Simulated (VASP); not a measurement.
# MoS2 (P6_3/mmc) in VASP: notebook, part 2 of 3

VASP 6.6.1.

## (3) Single point, PBE, collinear spin

This run uses another cell than the first one, of 17.73 Å³/atom.

The input, INCAR:

```
SYSTEM = MoS2
ALGO = Normal
EDIFF = 1E-6
ENCUT = 500
GGA = PE
GGA_COMPAT = .FALSE.
ISIF = 2
ISMEAR = 0
ISPIN = 2
LASPH = .TRUE.
LCHARG = .FALSE.
LMAXMIX = 4
LORBIT = 11
LREAL = .FALSE.
LWAVE = .FALSE.
MAGMOM = 0.05 0.05 0 0 0 0
NBANDS = 39
NELM = 200
PREC = Accurate
SIGMA = 0.05
```

The input, KPOINTS:

```
k-points
0
G
  8 8 2
  0 0 0
```

The input, POSCAR:

```
MoS2
1.0
    3.1586156158      0.0000000000      0.0000000000
   -1.5793078079      2.7354413641      0.0000000000
    0.0000000000      0.0000000000     12.3135811494
Mo S
2 4
Direct
    0.3333333333      0.6666666667      0.2500000000
    0.6666666667      0.3333333333      0.7500000000
    0.3333333333      0.6666666667      0.6229170291
    0.6666666667      0.3333333333      0.1229170291
    0.3333333333      0.6666666667      0.8770829709
    0.6666666667      0.3333333333      0.3770829709
```

Potentials or basis: VASP PAW PBE potentials, release 64 (Mo_sv, S).

On the command line:

```sh
$ cat potpaw_PBE.64/Mo_sv/POTCAR potpaw_PBE.64/S/POTCAR > POTCAR
$ mpirun -np 1 vasp_std > vasp.out
```

OUTCAR:

```text
SYSTEM = MoS2
   EDIFF = 1E-6
   ENCUT = 500
   GGA = PE
   ISIF = 2
   ISMEAR = 0
   ISPIN = 2
   LASPH = .TRUE.
   LORBIT = 11
   LREAL = .FALSE.
   NELM = 200
   PREC = Accurate

 ion  position               nearest neighbor table
   1  0.333  0.667  0.250-   4 2.40   6 2.40   4 2.40   6 2.40   4 2.40   6 2.40
   2  0.667  0.333  0.750-   3 2.40   5 2.40   3 2.40   5 2.40   3 2.40   5 2.40
   3  0.333  0.667  0.623-   2 2.40   2 2.40   2 2.40
   4  0.667  0.333  0.123-   1 2.40   1 2.40   1 2.40
   5  0.333  0.667  0.877-   2 2.40   2 2.40   2 2.40
   6  0.667  0.333  0.377-   1 2.40   1 2.40   1 2.40

  LATTYP: Found a hexagonal cell.
 ALAT       =     3.1586156158
 C/A-ratio  =     3.8984107746

  Lattice vectors:

 A1 = (   3.1586156158,   0.0000000000,   0.0000000000)
 A2 = (  -1.5793078079,   2.7354413641,   0.0000000000)
 A3 = (   0.0000000000,   0.0000000000,  12.3135811494)

Analysis of symmetry for initial positions (statically):
=====================================================================
 Subroutine PRICEL returns:
 Original cell was already a primitive cell.

 Routine SETGRP: Setting up the symmetry group for a
 hexagonal supercell.

 Subroutine GETGRP returns: Found 24 space group operations
 (whereof 12 operations were pure point group operations)
 out of a pool of 24 trial point group operations.

The static configuration has the point symmetry D_3d.
 The point group associated with its full space group is D_6h.

Analysis of symmetry for dynamics (positions and initial velocities):
=====================================================================
 Subroutine PRICEL returns:
 Original cell was already a primitive cell.

 Routine SETGRP: Setting up the symmetry group for a
 hexagonal supercell.

 Subroutine GETGRP returns: Found 24 space group operations
 (whereof 12 operations were pure point group operations)
 out of a pool of 24 trial point group operations.

The dynamic configuration has the point symmetry D_3d.
 The point group associated with its full space group is D_6h.

Analysis of structural, dynamic, and magnetic symmetry:
=====================================================================
 Subroutine PRICEL returns:
 Original cell was already a primitive cell.

 Routine SETGRP: Setting up the symmetry group for a
 hexagonal supercell.

 Subroutine GETGRP returns: Found 24 space group operations
 (whereof 12 operations were pure point group operations)
 out of a pool of 24 trial point group operations.

The overall configuration has the point symmetry D_3d.
 The point group associated with its full space group is D_6h.

 Subroutine INISYM returns: Found 24 space group operations
 (whereof 12 operations are pure point group operations),
 and found     1 'primitive' translations

----------------------------------------------------------------------------------------

                                     Primitive cell

  volume of cell :     106.3919

  direct lattice vectors                    reciprocal lattice vectors
     3.158615616  0.000000000  0.000000000     0.316594395  0.182785859  0.000000000
    -1.579307808  2.735441364  0.000000000     0.000000000  0.365571718  0.000000000
[... 87 lines left out ...]
   NELM   =    200;   NELMIN=  2; NELMDL= -5     # of ELM steps
   EDIFF  = 0.1E-05   stopping-criterion for ELM
   LREAL  =      F    real-space projection
[... 7 lines left out ...]
   TEBEG  =    0.0;   TEEND  =   0.0 temperature during run
   PSTRESS=    0.0 pullay stress
   NELECT =      52.0000    total number of electrons
   NUPDOWN=      -1.0000    fix difference up-down
   EMIN   =  10.00;   EMAX   =-10.00  energy-range for DOS
   EFERMI =   0.00;   METHOD = LEGACY
   ISMEAR =     0;   SIGMA  =   0.05  broadening in eV -4-tet -1-fermi 0-gaus
   EFERMI_NEDOS =   21; number of points for ismear=-14 and -15
   IALGO  =     38    algorithm
   IMIX   =      4    mixing-type and parameters
     AMIX     =   0.40;   BMIX     =  1.00
     AMIX_MAG =   1.60;   BMIX_MAG =  1.00
  volume/ion in A,a.u.               =      17.73       119.66
  Fermi-wavevector in a.u.,A,eV,Ry     =   1.289555  2.436905 22.625825  1.662951
  Thomas-Fermi vector in A             =   2.421440
   LORBIT       =     11    0 simple, 1 ext, 2 COOP (PROOUT), +10 PAW based schemes
   GGA     = PE    functional components
   LHFCALC =     F    Hartree Fock is set to
   AEXX    =    0.0000 exact exchange contribution
   IVDW    =     0    specifies the selected vdW correction
   LEPSILON=     F    determine dielectric tensor
   LRPA    =     F    only Hartree local field effects (RPA)
 spin polarized calculation
 Gauss-broadening in eV      SIGMA  =   0.05
  energy-cutoff  :      500.00
  volume of cell :      106.39
 maximum number of plane-waves:      2744
 NGX is ok and might be reduce to    24
   NGX = 11   NGY = 11   NGZ = 45

 number of electron      51.9999988 magnetization       0.0000692

 Free energy of the ion-electron system (eV)
  ---------------------------------------------------
  ext. energy  EPLUGINS =         0.00000000
  ---------------------------------------------------
  free energy    TOTEN  =       -43.60113962 eV

  energy without entropy =      -43.60113962  energy(sigma->0) =      -43.60113962

 E-fermi :   7.9613     XC(G=0): -10.8551

 val. band max:        7.5681659753   @ k =   0.0000   0.0000   0.0000
 cond. band min:       8.5666468928   @ k =   0.2500   0.1250   0.0000
 fundamental gap:      0.9984809175
 Fermi energy:         7.9612592748

 spin component 1

 k-point     1 :       0.0000    0.0000    0.0000
  band No.  band energies     occupation
      1     -53.9175      1.00000
      2     -53.9175      1.00000
      3     -28.0746      1.00000
      4     -28.0745      1.00000
      5     -27.8434      1.00000
      6     -27.8434      1.00000
[... 809 lines left out ...]
     37      15.2892      0.00000
     38      15.2892      0.00000
 Fermi energy:         7.9612592748

 spin component 2

 k-point     1 :       0.0000    0.0000    0.0000
  band No.  band energies     occupation
      1     -53.9175      1.00000
      2     -53.9174      1.00000
      3     -28.0746      1.00000
      4     -28.0745      1.00000
      5     -27.8434      1.00000
      6     -27.8434      1.00000
[... 809 lines left out ...]
     37      15.2892      0.00000
     38      15.2892      0.00000
 [bands above 38 left out]

------------------------ aborting loop because EDIFF is reached ----------------------------------------

  FORCE on cell =-STRESS in cart. coord.  units (eV):
  Direction    XX          YY          ZZ          XY          YZ          ZX
  --------------------------------------------------------------------------------------
  -------------------------------------------------------------------------------------
  Total        1.9205506      1.9205506      1.8771222      0.0000000      0.0000000     -0.0000000
  in kB       28.9219633     28.9219633     28.2679662      0.0000000      0.0000000     -0.0000000
  external PRESSURE =      28.7039643 kB  Pullay stress =       0.0000000 kB

 VOLUME and BASIS-vectors are now :
 -----------------------------------------------------------------------------
  energy-cutoff  :      500.00
  volume of cell :      106.39
      direct lattice vectors                 reciprocal lattice vectors
     3.158615616  0.000000000  0.000000000     0.316594395  0.182785859  0.000000000
    -1.579307808  2.735441364  0.000000000     0.000000000  0.365571718  0.000000000
     0.000000000  0.000000000 12.313581149     0.000000000  0.000000000  0.081211143

 POSITION                                       TOTAL-FORCE (eV/Angst)
 -----------------------------------------------------------------------------------
     -0.00000      1.82363      3.07840        -0.000000      0.000000      0.000000
      1.57931      0.91181      9.23519        -0.000000      0.000000      0.000000
     -0.00000      1.82363      7.67034         0.000000      0.000000      0.008866
      1.57931      0.91181      1.51355         0.000000      0.000000      0.008866
     -0.00000      1.82363     10.80003         0.000000     -0.000000     -0.008866
      1.57931      0.91181      4.64324         0.000000      0.000000     -0.008866
 -----------------------------------------------------------------------------------
    total drift:                                0.000000     -0.000000      0.000000

  FREE ENERGIE OF THE ION-ELECTRON SYSTEM (eV)
  ---------------------------------------------------
  free  energy   TOTEN  =       -43.6011396229 eV

  energy  without entropy=      -43.6011396229  energy(sigma->0) =      -43.60113962

 total charge

# of ion       s       p       d       tot
------------------------------------------
    1        2.292   6.222   3.955  12.470
    2        2.292   6.222   3.955  12.470
    3        1.365   2.342   0.000   3.707
    4        1.365   2.342   0.000   3.707
    5        1.365   2.342   0.000   3.707
    6        1.365   2.342   0.000   3.707
--------------------------------------------------
tot         10.045  21.811   7.910  39.766

 magnetization (x)

# of ion       s       p       d       tot
------------------------------------------
    1       -0.000  -0.000  -0.000  -0.000
    2       -0.000  -0.000  -0.000  -0.000
    3       -0.000  -0.000   0.000  -0.000
    4       -0.000  -0.000   0.000  -0.000
    5       -0.000  -0.000   0.000  -0.000
    6       -0.000  -0.000   0.000  -0.000
--------------------------------------------------
tot         -0.000  -0.000  -0.000  -0.000
```

Run time: 99 s. Hardware: 1 thread of Intel Xeon Platinum 8488C (Sapphire Rapids), shared host; peak memory 0.31 GiB.

Results:

| Quantity | Value |
| --- | --- |
| Free energy | -43.6011 eV |
| Pressure | 2.9 GPa |
| Largest force | 0.009 eV/Å |
| Band gap on the k mesh | 1.00 eV (least direct gap 1.96 eV) |
| Net moment | 0.00 μB per cell |
| Valence electrons inside the program's atomic spheres | Mo 12.47; S 3.71 |

Forces in eV/Å, atoms in the order of the input:
```
Mo   0.000  0.000  0.000
Mo   0.000  0.000  0.000
S    0.000  0.000  0.009
S    0.000  0.000  0.009
S    0.000  0.000 -0.009
S    0.000  0.000 -0.009
```

Levels at points of the mesh, in eV from the valence-band top:
Spin up:
| k point | band 22 | band 23 | band 24 | band 25 | band 26 | band 27 | band 28 | band 29 | band 30 | band 31 |
| --- | --- | --- | --- | --- | --- | --- | --- | --- | --- | --- |
| (0.00, 0.00, 0.00) | -2.10 | -2.10 | -1.19 | -1.16 | 0.00 | 2.14 | 2.14 | 2.17 | 2.17 | 2.31 |
| (0.50, 0.00, 0.00) | -2.49 | -1.70 | -1.50 | -1.39 | -1.27 | 1.66 | 1.70 | 2.05 | 2.32 | 2.90 |
| (0.00, 0.00, 0.50) | -2.12 | -2.12 | -2.12 | -0.27 | -0.27 | 2.15 | 2.15 | 2.15 | 2.15 | 2.40 |
| (0.50, 0.00, 0.50) | -2.64 | -1.60 | -1.60 | -1.32 | -1.32 | 1.68 | 1.68 | 2.20 | 2.20 | 3.26 |
Spin down:
```
           k point  band 22  band 23  band 24  band 25  band 26  band 27  band 28  band 29  band 30  band 31
(0.00, 0.00, 0.00)    -2.10    -2.10    -1.19    -1.16     0.00     2.14     2.14     2.17     2.17     2.31
(0.50, 0.00, 0.00)    -2.49    -1.70    -1.50    -1.39    -1.27     1.66     1.70     2.05     2.32     2.90
(0.00, 0.00, 0.50)    -2.12    -2.12    -2.12    -0.27    -0.27     2.15     2.15     2.15     2.15     2.40
(0.50, 0.00, 0.50)    -2.64    -1.60    -1.60    -1.32    -1.32     1.68     1.68     2.20     2.20     3.26
```

Caveat: this functional lacks dispersion, which binds the layers, so the pressure and a relaxed spacing across them are unreliable. A k mesh can miss the band edges.

(Continued in part 3 of 3.)
